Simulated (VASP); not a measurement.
# Ru8N in VASP: a series of runs

Runs on Ru8N. Level: PBE+D3(BJ). Tasks: single point.

All numbers are computed with VASP 6.6.1; they aren't measurements. Logs are shortened: lines on timing, memory, paths and dates and some standing lists are left out, and cuts for length are marked.

**1. The cell of the first run**

The cell holds a slab with vacuum, 18 atoms: a = 5.395 Å, b = 5.395 Å, c = 25.038 Å, α = 90.00°, β = 90.00°, γ = 120.00°.

**2. Single point, PBE+D3(BJ)**

File INCAR:

```
SYSTEM = Ru8N
PREC = Accurate ; ENCUT = 520
EDIFF = 1E-6 ; ISMEAR = 0
SIGMA = 0.1 ; LREAL = .FALSE.
LASPH = .TRUE. ; NELM = 120
ALGO = Normal ; ISIF = 2
LWAVE = .FALSE. ; LCHARG = .FALSE.
LDIPOL = .TRUE. ; IDIPOL = 3
DIPOL = 0.5 0.5 0.319 ; GGA = PE
IVDW = 12 ; NBANDS = 132
GGA_COMPAT = .FALSE. ; NELMDL = -8
```

File KPOINTS:

```
regular mesh
0
G
  6 6 1
  0 0 0
```

File POSCAR:

```
Ru8N
1.0
    5.3951895594      0.0000000000      0.0000000000
   -2.6975947797      4.6723712167      0.0000000000
    0.0000000000      0.0000000000     25.0383144398
Ru N
16 2
Direct
    0.3333333333      0.1666666667      0.1597551628
    0.3333333333      0.6666666667      0.1597551628
    0.8333333333      0.1666666667      0.1597551628
    0.8333333333      0.6666666667      0.1597551628
    0.1666666667      0.3333333333      0.2449409688
    0.1666666667      0.8333333333      0.2449409688
    0.6666666667      0.3333333333      0.2449409688
    0.6666666667      0.8333333333      0.2449409688
    0.3333333333      0.1666666667      0.3299719610
    0.3333333333      0.6666666667      0.3299719610
    0.8333333333      0.1666666667      0.3299719610
    0.8333333333      0.6666666667      0.3299719610
    0.1666666667      0.3333333333      0.4128997766
    0.1666666667      0.8333333333      0.4128997766
    0.6666666667      0.3333333333      0.4128997766
    0.6666666667      0.8333333333      0.4128997766
    0.3333333333      0.6666666667      0.5566794232
    0.3333333333      0.6666666667      0.6006120930
```

Potentials or basis: VASP PAW PBE potentials, release 64 (Ru_pv, N).

Started as:

```
$ cat potpaw_PBE.64/Ru_pv/POTCAR potpaw_PBE.64/N/POTCAR > POTCAR
$ mpirun -np 1 vasp_std > vasp.out
```

OUTCAR:

```text
SYSTEM = Ru8N
   PREC = Accurate
   ENCUT = 520
   EDIFF = 1E-6
   ISMEAR = 0
   LREAL = .FALSE.
   LASPH = .TRUE.
   NELM = 120
   ISIF = 2
   GGA = PE
   IVDW = 12
   NELMDL = -8
 IVDW          = 12

 ion  position               nearest neighbor table
   1  0.333  0.167  0.160-   5 2.64   7 2.64   6 2.64   3 2.70   3 2.70   2 2.70   2 2.70   4 2.70
                             4 2.70
   2  0.333  0.667  0.160-   6 2.64   8 2.64   5 2.64   4 2.70   4 2.70   3 2.70   1 2.70   1 2.70
                             3 2.70
   3  0.833  0.167  0.160-   7 2.64   5 2.64   8 2.64   1 2.70   1 2.70   2 2.70   4 2.70   4 2.70
                             2 2.70
   4  0.833  0.667  0.160-   8 2.64   6 2.64   7 2.64   2 2.70   2 2.70   1 2.70   3 2.70   3 2.70
                             1 2.70
   5  0.167  0.333  0.245-   9 2.64  11 2.64  10 2.64   1 2.64   3 2.64   2 2.64   7 2.70   7 2.70
                             6 2.70   6 2.70   8 2.70   8 2.70
   6  0.167  0.833  0.245-  10 2.64  12 2.64   9 2.64   2 2.64   4 2.64   1 2.64   8 2.70   8 2.70
                             7 2.70   5 2.70   5 2.70   7 2.70
   7  0.667  0.333  0.245-  11 2.64   9 2.64  12 2.64   3 2.64   1 2.64   4 2.64   5 2.70   5 2.70
                             6 2.70   8 2.70   8 2.70   6 2.70
   8  0.667  0.833  0.245-  12 2.64  10 2.64  11 2.64   4 2.64   2 2.64   3 2.64   6 2.70   6 2.70
                             5 2.70   7 2.70   7 2.70   5 2.70
   9  0.333  0.167  0.330-  13 2.60  15 2.60  14 2.60   5 2.64   7 2.64   6 2.64  11 2.70  11 2.70
                            10 2.70  10 2.70  12 2.70  12 2.70
  10  0.333  0.667  0.330-  14 2.60  16 2.60  13 2.60   6 2.64   8 2.64   5 2.64  12 2.70  12 2.70
                            11 2.70   9 2.70   9 2.70  11 2.70
  11  0.833  0.167  0.330-  15 2.60  13 2.60  16 2.60   7 2.64   5 2.64   8 2.64   9 2.70   9 2.70
                            10 2.70  12 2.70  12 2.70  10 2.70
  12  0.833  0.667  0.330-  16 2.60  14 2.60  15 2.60   8 2.64   6 2.64   7 2.64  10 2.70  10 2.70
                             9 2.70  11 2.70  11 2.70   9 2.70
  13  0.167  0.333  0.413-   9 2.60  11 2.60  10 2.60  15 2.70  15 2.70  16 2.70  14 2.70  14 2.70
                            16 2.70
  14  0.167  0.833  0.413-  10 2.60  12 2.60   9 2.60  16 2.70  16 2.70  13 2.70  13 2.70  15 2.70
                            15 2.70
  15  0.667  0.333  0.413-  11 2.60   9 2.60  12 2.60  13 2.70  13 2.70  16 2.70  16 2.70  14 2.70
                            14 2.70
  16  0.667  0.833  0.413-  12 2.60  10 2.60  11 2.60  14 2.70  14 2.70  15 2.70  15 2.70  13 2.70
                            13 2.70
  17  0.333  0.667  0.557-  18 1.10
  18  0.333  0.667  0.601-  17 1.10

  LATTYP: Found a hexagonal cell.
 ALAT       =     5.3951895594
 C/A-ratio  =     4.6408590772

  Lattice vectors:

 A1 = (   5.3951895594,   0.0000000000,   0.0000000000)
 A2 = (  -2.6975947797,   4.6723712167,   0.0000000000)
 A3 = (   0.0000000000,   0.0000000000,  25.0383144398)

Analysis of symmetry for initial positions (statically):
=====================================================================
 Subroutine PRICEL returns:
 Original cell was already a primitive cell.

 Routine SETGRP: Setting up the symmetry group for a
 hexagonal supercell.

 Subroutine GETGRP returns: Found  6 space group operations
 (whereof  6 operations were pure point group operations)
 out of a pool of 24 trial point group operations.

The static configuration has the point symmetry C_3v.

Analysis of symmetry for dynamics (positions and initial velocities):
=====================================================================
 Subroutine PRICEL returns:
 Original cell was already a primitive cell.

 Routine SETGRP: Setting up the symmetry group for a
 hexagonal supercell.

 Subroutine GETGRP returns: Found  6 space group operations
 (whereof  6 operations were pure point group operations)
 out of a pool of 24 trial point group operations.

The dynamic configuration has the point symmetry C_3v.

 Subroutine INISYM returns: Found  6 space group operations
 (whereof  6 operations are pure point group operations),
 and found     1 'primitive' translations

----------------------------------------------------------------------------------------

                                     Primitive cell

  volume of cell :     631.1741

  direct lattice vectors                    reciprocal lattice vectors
     5.395189559  0.000000000  0.000000000     0.185350299  0.107012045  0.000000000
    -2.697594780  4.672371217  0.000000000     0.000000000  0.214024090  0.000000000
     0.000000000  0.000000000 25.038314440     0.000000000  0.000000000  0.039938791

  length of vectors
     5.395189559  5.395189559 25.038314440     0.214024090  0.214024090  0.039938791

  position of ions in fractional coordinates (direct lattice)
     0.333333333  0.166666667  0.159755163
     0.333333333  0.666666667  0.159755163
     0.833333333  0.166666667  0.159755163
     0.833333333  0.666666667  0.159755163
     0.166666667  0.333333333  0.244940969
     0.166666667  0.833333333  0.244940969
[... 10 lines left out ...]
     0.333333333  0.666666667  0.556679423
     0.333333333  0.666666667  0.600612093

  ion indices of the primitive-cell ions
   primitive index   ion index
                 1           1
                 2           2
                 3           3
                 4           4
                 5           5
                 6           6
[... 10 lines left out ...]
                17          17
                18          18

----------------------------------------------------------------------------------------

 KPOINTS: regular mesh

Automatic generation of k-mesh.
 Grid dimensions read from file:
 generate k-points for:    6    6    1

 Generating k-lattice:

  Cartesian coordinates                     Fractional coordinates (reciprocal lattice)
     0.030891717  0.017835341  0.000000000     0.166666667  0.000000000  0.000000000
     0.000000000  0.035670682  0.000000000     0.000000000  0.166666667  0.000000000
     0.000000000  0.000000000  0.039938791     0.000000000  0.000000000  1.000000000

  Length of vectors
     0.035670682  0.035670682  0.039938791

  Shift w.r.t. Gamma in fractional coordinates (k-lattice)
     0.000000000  0.000000000  0.000000000

 Subroutine IBZKPT returns following result:
 ===========================================

 Found      7 irreducible k-points:

 Following reciprocal coordinates:
            Coordinates               Weight
  0.000000  0.000000  0.000000      1.000000
  0.166667  0.000000  0.000000      6.000000
  0.333333  0.000000  0.000000      6.000000
  0.500000  0.000000  0.000000      3.000000
  0.166667  0.166667  0.000000      6.000000
  0.333333  0.166667  0.000000     12.000000
  0.333333  0.333333  0.000000      2.000000
   k-points           NKPTS =      7   k-points in BZ     NKDIM =      7   number of bands    NBANDS=    132
   number of dos      NEDOS =    301   number of ions     NIONS =     18
   total plane-waves  NPLWV = 307200
   dimension x,y,z NGX =    40 NGY =   40 NGZ =  192
   dimension x,y,z NGXF=    80 NGYF=   80 NGZF=  384
   ions per type =              16   2
   NGX,Y,Z   is equivalent  to a cutoff of  12.33, 12.33, 12.75 a.u.
   NGXF,Y,Z  is equivalent  to a cutoff of  24.65, 24.65, 25.50 a.u.
 SYSTEM =  Ru8N
   PREC   = accura    normal or accurate (medium, high low for compatibility)
   ISTART =      0    job   : 0-new  1-cont  2-samecut
   ICHARG =      2    charge: 1-file 2-atom 10-const
   ISPIN  =      1    spin polarized calculation?
   LNONCOLLINEAR =      F non collinear calculations
   LSORBIT =      F    spin-orbit coupling
   LASPH  =      T    aspherical Exc in radial PAW
   ENCUT  =  520.0 eV  38.22 Ry    6.18 a.u.  10.03 10.03 46.55*2*pi/ulx,y,z
   NELM   =    120;   NELMIN=  2; NELMDL= -8     # of ELM steps
   EDIFF  = 0.1E-05   stopping-criterion for ELM
   LREAL  =      F    real-space projection
   EDIFFG = 0.1E-04   stopping-criterion for IOM
   NSW    =      0    number of steps for IOM
   IBRION =     -1    ionic relax: 0-MD 1-quasi-New 2-CG
   NFREE  =      0    steps in history (QN), initial steepest desc. (CG)
   ISIF   =      2    stress and relaxation
   ISYM   =      2    0-nonsym 1-usesym 2-fastsym
   POTIM  = 0.5000    time-step for ionic-motion
   TEBEG  =    0.0;   TEEND  =   0.0 temperature during run
   PSTRESS=    0.0 pullay stress
   NELECT =     234.0000    total number of electrons
   NUPDOWN=      -1.0000    fix difference up-down
   EMIN   =  10.00;   EMAX   =-10.00  energy-range for DOS
   EFERMI =   0.00;   METHOD = LEGACY
   ISMEAR =     0;   SIGMA  =   0.10  broadening in eV -4-tet -1-fermi 0-gaus
   EFERMI_NEDOS =   21; number of points for ismear=-14 and -15
   IALGO  =     38    algorithm
   IMIX   =      4    mixing-type and parameters
     AMIX     =   0.40;   BMIX     =  1.00
     AMIX_MAG =   1.60;   BMIX_MAG =  1.00
  volume/ion in A,a.u.               =      35.07       236.63
  Fermi-wavevector in a.u.,A,eV,Ry     =   1.176063  2.222436 18.818531  1.383123
  Thomas-Fermi vector in A             =   2.312433
   LORBIT       =      0    0 simple, 1 ext, 2 COOP (PROOUT), +10 PAW based schemes
   GGA     = PE    functional components
   LHFCALC =     F    Hartree Fock is set to
   AEXX    =    0.0000 exact exchange contribution
   IVDW    =    12    specifies the selected vdW correction
   LEPSILON=     F    determine dielectric tensor
   LRPA    =     F    only Hartree local field effects (RPA)
 non-spin polarized calculation
 Gauss-broadening in eV      SIGMA  =   0.10
  energy-cutoff  :      520.00
  volume of cell :      631.17
 maximum number of plane-waves:     17040
   NGX = 21   NGY = 21   NGZ = 93

 dipolmoment           0.000000      0.000000      0.705433 electrons x Angstroem

 number of electron     234.0000048 magnetization

 dipolmoment           0.000000      0.000000     -0.018059 electrons x Angstroem

 Free energy of the ion-electron system (eV)
  ---------------------------------------------------
  ext. energy  EPLUGINS =         0.00000000
  ---------------------------------------------------
  free energy    TOTEN  =      -155.99629612 eV

  energy without entropy =     -155.90044543  energy(sigma->0) =     -155.94837078

 E-fermi :   1.4689     XC(G=0):  -6.1894

 val. band max:        1.4671778258   @ k =   0.5000   0.0000   0.0000
 cond. band min:       1.4923304702   @ k =   0.3333   0.0000   0.0000
 fundamental gap:      0.0251526444
 Fermi energy:         1.4688712984

 k-point     1 :       0.0000    0.0000    0.0000
  band No.  band energies     occupation
      1     -42.2271      2.00000
      2     -42.2271      2.00000
      3     -42.2270      2.00000
      4     -42.2020      2.00000
      5     -42.1547      2.00000
      6     -42.1545      2.00000
[... 121 lines left out ...]
    128       2.8917      0.00000
    129       2.8917      0.00000

 k-point     2 :       0.1667    0.0000    0.0000
  band No.  band energies     occupation
      1     -42.1991      2.00000
      2     -42.1991      2.00000
      3     -42.1839      2.00000
      4     -42.1799      2.00000
      5     -42.1305      2.00000
      6     -42.1305      2.00000
[... 781 lines left out ...]
    128       2.3035      0.00000
    129       2.3288      0.00000
 [bands above 129 left out]

------------------------ aborting loop because EDIFF is reached ----------------------------------------

 vacuum level on the upper side and lower side of the slab       (xc-potential included)        -0.215        -0.082

 Edisp (eV)   -7.51999

 E8    (eV) :    -3.5332

  FORCE on cell =-STRESS in cart. coord.  units (eV):
  Direction    XX          YY          ZZ          XY          YZ          ZX
  --------------------------------------------------------------------------------------
  -------------------------------------------------------------------------------------
  Total     -11.96233   -11.96233    -2.03430     0.00000    -0.00000    -0.00000
  in kB     -30.36526   -30.36526    -5.16390     0.00000    -0.00000    -0.00000
  external pressure =      -21.96 kB  Pullay stress =        0.00 kB

 VOLUME and BASIS-vectors are now :
 -----------------------------------------------------------------------------
  energy-cutoff  :      520.00
  volume of cell :      631.17
      direct lattice vectors                 reciprocal lattice vectors
     5.395189559  0.000000000  0.000000000     0.185350299  0.107012045  0.000000000
    -2.697594780  4.672371217  0.000000000     0.000000000  0.214024090  0.000000000
     0.000000000  0.000000000 25.038314440     0.000000000  0.000000000  0.039938791

 POSITION                                       TOTAL-FORCE (eV/Angst)
 -----------------------------------------------------------------------------------
      1.34880      0.77873      4.00000         0.005105      0.002947      0.509730
     -0.00000      3.11491      4.00000        -0.000000     -0.000000      0.519779
      4.04639      0.77873      4.00000        -0.005105      0.002947      0.509730
      2.69759      3.11491      4.00000        -0.000000     -0.005895      0.509730
      0.00000      1.55746      6.13291        -0.000000     -0.004007     -0.524636
     -1.34880      3.89364      6.13291        -0.003471      0.002004     -0.524636
[... 10 lines left out ...]
     -0.00000      3.11491     13.93831        -0.000000     -0.000000     -2.136316
     -0.00000      3.11491     15.03831        -0.000000     -0.000000      2.133901
 -----------------------------------------------------------------------------------
    total drift:                                0.000001     -0.000000     -0.001622

  FREE ENERGIE OF THE ION-ELECTRON SYSTEM (eV)
  ---------------------------------------------------
  free  energy   TOTEN  =      -163.5162862517 eV

  energy  without entropy=     -163.4204355682  energy(sigma->0) =     -163.46836091

 vacuum level on the upper side and lower side of the slab         6.311         6.451
```

Wall time 24 min (1 thread of Intel Xeon 6975P-C (Granite Rapids), shared host); peak memory 0.88 GiB.

Results:

| Item | Value |
| --- | --- |
| Free energy | -163.5163 eV |
| Largest force | 2.136 eV/Å |
| Band gap on the k mesh | zero (bands 117 and 118 overlap by 1.26 eV) |
| Dispersion energy per atom | -0.418 eV |

Forces on the atoms (eV/Å):
```
Ru   0.005  0.003  0.510
Ru   0.000  0.000  0.520
Ru  -0.005  0.003  0.510
Ru   0.000 -0.006  0.510
Ru   0.000 -0.004 -0.525
Ru  -0.003  0.002 -0.525
Ru   0.000  0.000 -0.520
Ru   0.003  0.002 -0.525
Ru   0.009  0.005 -0.005
Ru   0.000  0.000 -0.037
Ru  -0.009  0.005 -0.005
Ru   0.000 -0.010 -0.005
Ru   0.000 -0.019  0.024
Ru  -0.016  0.009  0.024
Ru   0.000  0.000  0.028
Ru   0.016  0.009  0.024
N    0.000  0.000 -2.136
N    0.000  0.000  2.134
```

Levels at points of the mesh, in eV from the Fermi level:
| k point | band 115 | band 116 | band 117 | band 118 | band 119 | band 120 |
| --- | --- | --- | --- | --- | --- | --- |
| (0.00, 0.00, 0.00) | 0.20 | 1.00 | 1.00 | 1.08 | 1.08 | 1.08 |
| (0.50, 0.00, 0.00) | -0.62 | -0.57 | -0.57 | -0.07 | -0.07 | 0.00 |

Caveat: the standard files for N, O and F lose accuracy on very short bonds.

(Continued in part 2 of 2.)
